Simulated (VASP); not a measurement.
Here is a VASP 6.6.1 calculation.

Contents of INCAR:

```
PREC = Accurate ; ENCUT = 400
EDIFF = 1E-6 ; ISMEAR = 0
SIGMA = 0.1 ; LREAL = False
LASPH = True ; NELM = 120
ALGO = Normal ; ISIF = 2
LWAVE = False ; LCHARG = False
LDIPOL = True ; IDIPOL = 3
DIPOL = 0.5 0.5 0.298 ; GGA = PE
NBANDS = 17 ; GGA_COMPAT = False
NELMDL = -8
```

File KPOINTS:

```
regular mesh
0
Gamma
  6 6 1
```

File POSCAR:

```
SbP
1.0
    3.7334054037     -0.0000000029      0.0000000000
   -1.8667026993      3.2332239237      0.0000000000
    0.0000000000      0.0000000000     26.8369017600
Sb P
1 1
Direct
    0.6666666667      0.3333333333      0.3247249229
    0.3333333333      0.6666666667      0.2714690843
```

Potentials or basis: VASP PAW PBE potentials, release 64 (Sb_d_GW, P).

Command:

```console
$ cat potpaw_PBE.64/Sb_d_GW/POTCAR potpaw_PBE.64/P/POTCAR > POTCAR
$ mpirun -np 1 vasp_std > vasp.out
```

Q: What does it give for the largest force?

A: 0.010 eV/Å.

Q: Estimate the band gap on the k mesh.

A: 1.76 eV (least direct gap 2.20 eV).

Forces on the atoms (eV/Å):
```
Sb   0.000  0.000  0.010
P    0.000  0.000 -0.010
```

Caveat: spin-orbit coupling is left out, which moves the levels of the heavy elements.
